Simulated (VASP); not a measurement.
# ZnS (I-4m2) in VASP: a series of runs

ZnS is run at these levels: r2SCAN; tasks: single point.

Everything below comes from runs of VASP 6.6.1. Logs are shortened: lines on timing, memory, paths and dates and some standing lists are left out, and cuts for length are marked.

### Step 1. The cell of the first run

Symmetry: I-4m2, No. 119, tetragonal system. Conventional cell: a = 3.868 Å, b = 3.868 Å, c = 5.227 Å, α = 90.00°, β = 90.00°, γ = 90.00°. Zn (site symmetry -4m2) has 4 S at 2.33 Å within 3.1 Å. S (site symmetry -4m2) has 4 Zn at 2.33 Å within 3.1 Å.

### Step 2. Single point, r2SCAN (strain +0.015 along x and y, -0.030 along z)

POSCAR

```
ZnS
1.0
    0.0000000000      2.7349308931      2.6136777993
    2.7349308931      0.0000000000      2.6136777993
    2.7349308931      2.7349308931      0.0000000000
Zn S
1 1
Direct
    0.0000000000      0.0000000000      0.0000000000
    0.7500000000      0.7500000000      0.7500000000
```

INCAR.step1

```
SYSTEM = ZnS
PREC = Accurate ; ENCUT = 520
ISMEAR = 0 ; SIGMA = 0.05
LREAL = .FALSE. ; LASPH = .TRUE.
NELM = 80 ; NBANDS = 16
GGA = PE ; ALGO = Normal
EDIFF = 1E-4 ; LWAVE = .TRUE.
LCHARG = .FALSE.
```

INCAR.step2

```
SYSTEM = ZnS
PREC = Accurate ; ENCUT = 520
EDIFF = 1E-6 ; ISMEAR = 0
SIGMA = 0.05 ; LREAL = .FALSE.
LASPH = .TRUE. ; NELM = 80
ALGO = Normal ; ISIF = 2
LWAVE = .FALSE. ; LCHARG = .FALSE.
METAGGA = R2SCAN ; LMIXTAU = .TRUE.
NBANDS = 16 ; ISTART = 1
```

KPOINTS

```
Automatic mesh
0
G
  8 8 8
  0 0 0
```

Potentials or basis: VASP PAW PBE potentials, release 64 (Zn, S).

Command:

```sh
$ cat potpaw_PBE.64/Zn/POTCAR potpaw_PBE.64/S/POTCAR > POTCAR
$ cp INCAR.step1 INCAR
$ mpirun -np 1 vasp_std > vasp.out
$ cp INCAR.step2 INCAR
$ mpirun -np 1 vasp_std > vasp.out
```

OUTCAR:

```text
SYSTEM = ZnS
   PREC = Accurate
   ENCUT = 520
   EDIFF = 1E-6
   ISMEAR = 0
   LREAL = .FALSE.
   LASPH = .TRUE.
   NELM = 80
   ISIF = 2
   METAGGA = R2SCAN
   ISTART = 1

 ion  position               nearest neighbor table
   1  0.000  0.000  0.000-   2 2.33   2 2.33   2 2.33   2 2.33
   2  0.750  0.750  0.750-   1 2.33   1 2.33   1 2.33   1 2.33

  LATTYP: Found a body centered tetragonal cell.
 ALAT       =     3.8677763612
 C/A-ratio  =     1.3515144389

  Lattice vectors:

 A1 = (   0.0000000000,  -2.7349308931,  -2.6136777993)
 A2 = (   0.0000000000,   2.7349308931,  -2.6136777993)
 A3 = (   2.7349308931,   0.0000000000,   2.6136777993)

Analysis of symmetry for initial positions (statically):
=====================================================================
 Subroutine PRICEL returns:
 Original cell was already a primitive cell.

 Routine SETGRP: Setting up the symmetry group for a
 body centered tetragonal supercell.

 Subroutine GETGRP returns: Found  8 space group operations
 (whereof  8 operations were pure point group operations)
 out of a pool of 16 trial point group operations.

The static configuration has the point symmetry D_2d.

Analysis of symmetry for dynamics (positions and initial velocities):
=====================================================================
 Subroutine PRICEL returns:
 Original cell was already a primitive cell.

 Routine SETGRP: Setting up the symmetry group for a
 body centered tetragonal supercell.

 Subroutine GETGRP returns: Found  8 space group operations
 (whereof  8 operations were pure point group operations)
 out of a pool of 16 trial point group operations.

The dynamic configuration has the point symmetry D_2d.

 Subroutine INISYM returns: Found  8 space group operations
 (whereof  8 operations are pure point group operations),
 and found     1 'primitive' translations

----------------------------------------------------------------------------------------

                                     Primitive cell

  volume of cell :      39.0998

  direct lattice vectors                    reciprocal lattice vectors
     0.000000000  2.734930893  2.613677799    -0.182819976  0.182819976  0.191301315
     2.734930893  0.000000000  2.613677799     0.182819976 -0.182819976  0.191301315
     2.734930893  2.734930893  0.000000000     0.182819976  0.182819976 -0.191301315

  length of vectors
     3.783009203  3.783009203  3.867776361     0.321624751  0.321624751  0.321624751
[... 80 lines left out ...]
   NELM   =     80;   NELMIN=  2; NELMDL=  0     # of ELM steps
   EDIFF  = 0.1E-05   stopping-criterion for ELM
   LREAL  =      F    real-space projection
   EDIFFG = 0.1E-04   stopping-criterion for IOM
   NSW    =      0    number of steps for IOM
   IBRION =     -1    ionic relax: 0-MD 1-quasi-New 2-CG
   NFREE  =      0    steps in history (QN), initial steepest desc. (CG)
   ISIF   =      2    stress and relaxation
   ISYM   =      2    0-nonsym 1-usesym 2-fastsym
   POTIM  = 0.5000    time-step for ionic-motion
   TEBEG  =    0.0;   TEEND  =   0.0 temperature during run
   PSTRESS=    0.0 pullay stress
   NELECT =      18.0000    total number of electrons
   NUPDOWN=      -1.0000    fix difference up-down
   EMIN   =  10.00;   EMAX   =-10.00  energy-range for DOS
   EFERMI =   0.00;   METHOD = LEGACY
   ISMEAR =     0;   SIGMA  =   0.05  broadening in eV -4-tet -1-fermi 0-gaus
   EFERMI_NEDOS =   21; number of points for ismear=-14 and -15
   IALGO  =     38    algorithm
   IMIX   =      4    mixing-type and parameters
     AMIX     =   0.40;   BMIX     =  1.00
     AMIX_MAG =   1.60;   BMIX_MAG =  1.00
  volume/ion in A,a.u.               =      19.55       131.93
  Fermi-wavevector in a.u.,A,eV,Ry     =   1.264079  2.388762 21.740677  1.597895
  Thomas-Fermi vector in A             =   2.397402
   LORBIT       =      0    0 simple, 1 ext, 2 COOP (PROOUT), +10 PAW based schemes
   METAGGA = R2SCAN    functional components
   LHFCALC =     F    Hartree Fock is set to
   AEXX    =    0.0000 exact exchange contribution
   IVDW    =     0    specifies the selected vdW correction
   LEPSILON=     F    determine dielectric tensor
   LRPA    =     F    only Hartree local field effects (RPA)
 non-spin polarized calculation
 Gauss-broadening in eV      SIGMA  =   0.05
  energy-cutoff  :      520.00
  volume of cell :       39.10
 maximum number of plane-waves:      1067
   NGX = 15   NGY = 15   NGZ = 15

 number of electron      18.0000015 magnetization

 Free energy of the ion-electron system (eV)
  ---------------------------------------------------
  ext. energy  EPLUGINS =         0.00000000
  ---------------------------------------------------
  free energy    TOTEN  =       -18.85988932 eV

  energy without entropy =      -18.85988932  energy(sigma->0) =      -18.85988932

 E-fermi :   2.2072     XC(G=0): -10.3310

 val. band max:        2.0128511583   @ k =   0.0000   0.0000   0.0000
 cond. band min:       4.6250823341   @ k =   0.0000   0.0000   0.0000
 fundamental gap:      2.6122311758
 Fermi energy:         2.2072129579

 k-point     1 :       0.0000    0.0000    0.0000
  band No.  band energies     occupation
      1     -11.8202      2.00000
      2      -4.6254      2.00000
      3      -4.6251      2.00000
      4      -4.6000      2.00000
      5      -4.0692      2.00000
      6      -4.0568      2.00000
[... 433 lines left out ...]
      3      -4.4717      2.00000
      4      -4.4019      2.00000
      5      -4.0687      2.00000
      6      -4.0287      2.00000
[... 8 lines left out ...]
     15      15.1088      0.00000
     16      15.7843      0.00000

 [... further k-points ...]

------------------------ aborting loop because EDIFF is reached ----------------------------------------

  FORCE on cell =-STRESS in cart. coord.  units (eV):
  Direction    XX          YY          ZZ          XY          YZ          ZX
  --------------------------------------------------------------------------------------
  -------------------------------------------------------------------------------------
  Total       -0.1454905     -0.1454905      0.2999647      0.0000000      0.0000000     -0.0000000
  in kB       -5.9617051     -5.9617051     12.2915300      0.0000000      0.0000000     -0.0000000
  external PRESSURE =       0.1227066 kB  Pullay stress =       0.0000000 kB

 VOLUME and BASIS-vectors are now :
 -----------------------------------------------------------------------------
  energy-cutoff  :      520.00
  volume of cell :       39.10
      direct lattice vectors                 reciprocal lattice vectors
     0.000000000  2.734930893  2.613677799    -0.182819976  0.182819976  0.191301315
     2.734930893  0.000000000  2.613677799     0.182819976 -0.182819976  0.191301315
     2.734930893  2.734930893  0.000000000     0.182819976  0.182819976 -0.191301315

 POSITION                                       TOTAL-FORCE (eV/Angst)
 -----------------------------------------------------------------------------------
      0.00000      0.00000      0.00000         0.000000      0.000000     -0.000000
      4.10240      4.10240      3.92052        -0.000000     -0.000000      0.000000
 -----------------------------------------------------------------------------------
    total drift:                               -0.000774     -0.000774     -0.000619

  FREE ENERGIE OF THE ION-ELECTRON SYSTEM (eV)
  ---------------------------------------------------
  free  energy   TOTEN  =       -18.8598893154 eV

  energy  without entropy=      -18.8598893154  energy(sigma->0) =      -18.85988932
```

Run time: 58 s. Hardware: 1 thread of Intel Xeon 6975P-C (Granite Rapids), shared host; peak memory 0.18 GiB.

Results:

- Free energy: -18.8599 eV
- Pressure: 0.0 GPa
- Band gap on the k mesh: 2.61 eV

Levels at points of the mesh, in eV from the valence-band top:
| k point | band 6 | band 7 | band 8 | band 9 | band 10 | band 11 | band 12 | band 13 |
| --- | --- | --- | --- | --- | --- | --- | --- | --- |
| (0.00, 0.00, 0.00) | -6.07 | -0.15 | -0.15 | 0.00 | 2.61 | 6.81 | 6.81 | 6.81 |
| (0.50, 0.00, 0.00) | -5.88 | -5.54 | -1.12 | -0.87 | 3.71 | 7.09 | 7.54 | 9.37 |
| (0.50, 0.50, 0.00) | -5.81 | -4.56 | -2.57 | -2.57 | 3.46 | 4.08 | 12.08 | 12.72 |
| (0.50, 0.00, 0.50) | -5.88 | -4.83 | -2.37 | -2.27 | 3.70 | 4.55 | 11.53 | 12.55 |

Caveat: the cell differs from its parent crystal (strain +0.015 along x and y, -0.030 along z); the PAW data sets were made with another functional, which shifts forces and pressure a little.

### Step 3. Single point, r2SCAN (strain +0.030 along x and y, -0.030 along z)

POSCAR

```
ZnS
1.0
    0.0000000000      2.7753485911      2.6136777993
    2.7753485911      0.0000000000      2.6136777993
    2.7753485911      2.7753485911      0.0000000000
Zn S
1 1
Direct
    0.0000000000      0.0000000000      0.0000000000
    0.7500000000      0.7500000000      0.7500000000
```

INCAR.step1

```
SYSTEM = ZnS
PREC     = Accurate       ! precision mode
ENCUT    = 520            ! plane-wave cutoff, eV
ISMEAR   = 0              ! smearing method
SIGMA    = 0.05           ! smearing width, eV
LREAL    = .FALSE.        ! projectors in reciprocal space
LASPH    = .TRUE.         ! aspherical terms in the spheres
NELM     = 60             ! most SCF steps
NBANDS   = 16             ! bands
GGA      = PE             ! functional
ALGO     = Normal         ! electronic algorithm
EDIFF    = 1E-4           ! SCF threshold, eV
LWAVE    = .TRUE.         ! write WAVECAR
LCHARG   = .FALSE.        ! write CHGCAR
```

INCAR.step2

```
SYSTEM = ZnS
PREC     = Accurate       ! precision mode
ENCUT    = 520            ! plane-wave cutoff, eV
EDIFF    = 1E-6           ! SCF threshold, eV
ISMEAR   = 0              ! smearing method
SIGMA    = 0.05           ! smearing width, eV
LREAL    = .FALSE.        ! projectors in reciprocal space
LASPH    = .TRUE.         ! aspherical terms in the spheres
NELM     = 60             ! most SCF steps
ALGO     = Normal         ! electronic algorithm
ISIF     = 2              ! what is computed and relaxed
LWAVE    = .FALSE.        ! write WAVECAR
LCHARG   = .FALSE.        ! write CHGCAR
METAGGA  = R2SCAN         ! meta-GGA
LMIXTAU  = .TRUE.       
NBANDS   = 16             ! bands
ISTART   = 1
```

KPOINTS

```
regular mesh
0
G
  8 8 8
  0 0 0
```

Potentials or basis: VASP PAW PBE potentials, release 64 (Zn, S).

Command:

```sh
$ cat potpaw_PBE.64/Zn/POTCAR potpaw_PBE.64/S/POTCAR > POTCAR
$ cp INCAR.step1 INCAR
$ mpirun -np 1 vasp_std > vasp.out
$ cp INCAR.step2 INCAR
$ mpirun -np 1 vasp_std > vasp.out
```

OUTCAR:

```text
SYSTEM = ZnS
   PREC = Accurate
   ENCUT = 520
   EDIFF = 1E-6
   ISMEAR = 0
   LREAL = .FALSE.
   LASPH = .TRUE.
   NELM = 60
   ISIF = 2
   METAGGA = R2SCAN
   ISTART = 1

 ion  position               nearest neighbor table
   1  0.000  0.000  0.000-   2 2.36   2 2.36   2 2.36   2 2.36
   2  0.750  0.750  0.750-   1 2.36   1 2.36   1 2.36   1 2.36

  LATTYP: Found a body centered tetragonal cell.
 ALAT       =     3.9249356178
 C/A-ratio  =     1.3318321898

  Lattice vectors:

 A1 = (   0.0000000000,  -2.7753485911,  -2.6136777993)
 A2 = (   0.0000000000,   2.7753485911,  -2.6136777993)
 A3 = (   2.7753485911,   0.0000000000,   2.6136777993)

Analysis of symmetry for initial positions (statically):
=====================================================================
 Subroutine PRICEL returns:
 Original cell was already a primitive cell.

 Routine SETGRP: Setting up the symmetry group for a
 body centered tetragonal supercell.

 Subroutine GETGRP returns: Found  8 space group operations
 (whereof  8 operations were pure point group operations)
 out of a pool of 16 trial point group operations.
[... 157 lines left out ...]
  ext. energy  EPLUGINS =         0.00000000
  ---------------------------------------------------
  free energy    TOTEN  =       -18.84638475 eV

  energy without entropy =      -18.84638475  energy(sigma->0) =      -18.84638475

 E-fermi :   1.9652     XC(G=0): -10.1836

 val. band max:        1.7630420656   @ k =   0.0000   0.0000   0.0000
 cond. band min:       4.2084634218   @ k =   0.0000   0.0000   0.0000
 fundamental gap:      2.4454213562
 Fermi energy:         1.9652186938

 k-point     1 :       0.0000    0.0000    0.0000
  band No.  band energies     occupation
      1     -11.8810      2.00000
      2      -4.7844      2.00000
      3      -4.7841      2.00000
      4      -4.7530      2.00000
      5      -4.2671      2.00000
      6      -4.2539      2.00000
[... 433 lines left out ...]
      3      -4.6363      2.00000
      4      -4.5567      2.00000
      5      -4.2670      2.00000
      6      -4.2277      2.00000
[... 8 lines left out ...]
     15      14.6896      0.00000
     16      15.4827      0.00000

 [... further k-points ...]
[... 5 lines left out ...]
  --------------------------------------------------------------------------------------
  -------------------------------------------------------------------------------------
  Total       -0.7569668     -0.7569668     -0.1487789      0.0000000      0.0000000     -0.0000000
  in kB      -30.1210610    -30.1210610     -5.9201781      0.0000000      0.0000000     -0.0000000
  external PRESSURE =     -22.0541000 kB  Pullay stress =       0.0000000 kB

 VOLUME and BASIS-vectors are now :
 -----------------------------------------------------------------------------
  energy-cutoff  :      520.00
  volume of cell :       40.26
      direct lattice vectors                 reciprocal lattice vectors
     0.000000000  2.775348591  2.613677799    -0.180157549  0.180157549  0.191301315
     2.775348591  0.000000000  2.613677799     0.180157549 -0.180157549  0.191301315
     2.775348591  2.775348591  0.000000000     0.180157549  0.180157549 -0.191301315

 POSITION                                       TOTAL-FORCE (eV/Angst)
 -----------------------------------------------------------------------------------
      0.00000      0.00000      0.00000        -0.000000     -0.000000      0.000000
      4.16302      4.16302      3.92052         0.000000      0.000000     -0.000000
 -----------------------------------------------------------------------------------
    total drift:                                0.000392      0.000392      0.000866

  FREE ENERGIE OF THE ION-ELECTRON SYSTEM (eV)
  ---------------------------------------------------
  free  energy   TOTEN  =       -18.8463847517 eV

  energy  without entropy=      -18.8463847516  energy(sigma->0) =      -18.84638475
```

OSZICAR.step1:

```text
N       E                     dE             d eps       ncg     rms          rms(c)
DAV:   1     0.912416662592E+02    0.91242E+02   -0.90195E+03  1888   0.135E+03
DAV:   2    -0.146161527921E+01   -0.92703E+02   -0.86708E+02  2168   0.262E+02
DAV:   3    -0.721027331585E+01   -0.57487E+01   -0.57251E+01  2336   0.633E+01
DAV:   4    -0.726963466873E+01   -0.59361E-01   -0.59348E-01  2368   0.680E+00
DAV:   5    -0.727032257548E+01   -0.68791E-03   -0.68789E-03  2424   0.689E-01    0.661E+00
DAV:   6    -0.686096435290E+01    0.40936E+00   -0.73849E-01  2856   0.297E+01    0.519E+00
DAV:   7    -0.684114985465E+01    0.19814E-01   -0.24289E-01  2160   0.440E+00    0.265E+00
DAV:   8    -0.684040557000E+01    0.74428E-03   -0.50167E-03  2592   0.805E-01    0.690E-01
DAV:   9    -0.684066700255E+01   -0.26143E-03   -0.12120E-03  2264   0.281E-01    0.102E-01
DAV:  10    -0.684083743763E+01   -0.17044E-03   -0.22471E-04  2344   0.136E-01    0.571E-02
DAV:  11    -0.684082968166E+01    0.77560E-05   -0.32162E-05  1224   0.824E-02
   1 F= -.68408297E+01 E0= -.68408297E+01  d E =-.285810E-13
```

Wall time 58 s (1 thread of Intel Xeon 6975P-C (Granite Rapids), shared host); peak memory 0.19 GiB.

What came out:

```yaml
Free_energy: -18.8464 eV
Pressure: -2.2 GPa
Band_gap_on_the_k_mesh: 2.45 eV
```

Caveat: the cell differs from its parent crystal (strain +0.030 along x and y, -0.030 along z); the PAW data sets were made with another functional, which shifts forces and pressure a little.

### Step 4. Single point, r2SCAN (strain +0.030 along x and y, -0.015 along z)

POSCAR

```
ZnS
1.0
    0.0000000000      2.7753485911      2.6540954973
    2.7753485911      0.0000000000      2.6540954973
    2.7753485911      2.7753485911      0.0000000000
Zn S
1 1
Direct
    0.0000000000      0.0000000000      0.0000000000
    0.7500000000      0.7500000000      0.7500000000
```

INCAR.step1

```
SYSTEM = ZnS
  PREC = Accurate
  ENCUT = 520
  ISMEAR = 0
  SIGMA = 0.05
  LREAL = .False.
  LASPH = .True.
  NELM = 60
  NBANDS = 16
  GGA = PE
  ALGO = Normal
  EDIFF = 1E-4
  LWAVE = .True.
  LCHARG = .False.
```

INCAR.step2

```
SYSTEM = ZnS
  PREC = Accurate
  ENCUT = 520
  EDIFF = 1E-6
  ISMEAR = 0
  SIGMA = 0.05
  LREAL = .False.
  LASPH = .True.
  NELM = 60
  ALGO = Normal
  ISIF = 2
  LWAVE = .False.
  LCHARG = .True.
  METAGGA = R2SCAN
  LMIXTAU = .True.
  LELF = .True.
  LVHAR = .True.
  NBANDS = 16
  ISTART = 1
```

KPOINTS

```
Automatic mesh
0
Gamma
  8 8 8
  0 0 0
```

Command:

```sh
$ cat potpaw_PBE.64/Zn/POTCAR potpaw_PBE.64/S/POTCAR > POTCAR
$ cp INCAR.step1 INCAR
$ mpirun -np 1 vasp_std > vasp.out
$ cp INCAR.step2 INCAR
$ mpirun -np 1 vasp_std > vasp.out
```

It took 73 s on 1 thread of Intel Xeon 6975P-C (Granite Rapids), shared host; peak memory 0.19 GiB.

It converged, with:

```
Free energy            : -18.8416 eV
Pressure               : -3.1 GPa
Band gap on the k mesh : 2.41 eV
```

Stress tensor (GPa, compression positive):
```
-3.75  0.00  0.00
 0.00 -3.75  0.00
 0.00  0.00 -1.92
```

Levels at points of the mesh, in eV from the valence-band top:
```
           k point  band 6  band 7  band 8  band 9  band 10  band 11  band 12  band 13
(0.00, 0.00, 0.00)   -5.95   -0.14   -0.14    0.00     2.41     6.84     6.85     6.85
(0.50, 0.00, 0.00)   -5.77   -5.24   -1.04   -0.81     3.62     7.13     7.55     9.19
(0.50, 0.50, 0.00)   -5.71   -4.38   -2.39   -2.39     3.57     4.09    11.72    12.41
(0.50, 0.00, 0.50)   -5.78   -4.65   -2.20   -2.11     3.79     4.54    11.20    12.25
```

Caveat: the cell differs from its parent crystal (strain +0.030 along x and y, -0.015 along z); the cell stands under tension; the PAW data sets were made with another functional, which shifts forces and pressure a little.

### Step 5. The runs side by side

| cell | gap on the mesh (eV) | pressure (GPa) |
| --- | --- | --- |
| a = 3.783, b = 3.783, c = 3.868 Å, angles 59.3, 59.3, 61.5°, 2 atoms | 2.61 | 0.0 |
| a = 3.812, b = 3.812, c = 3.925 Å, angles 59.0, 59.0, 62.0°, 2 atoms | 2.45 | -2.2 |
| a = 3.840, b = 3.840, c = 3.925 Å, angles 59.3, 59.3, 61.5°, 2 atoms | 2.41 | -3.1 |

Alike in all rows: task single point; level r2SCAN; potentials or basis VASP PAW PBE potentials, release 64 (Zn, S); no spin polarisation; k mesh 8 × 8 × 8; cutoff (eV) 520; smearing gaussian 0.05 eV.

Caveats: the PAW data sets were made with another functional, which shifts forces and pressure a little; the cell stands under tension (at least some runs).

Absolute energies hang on the potentials; compare differences alone.
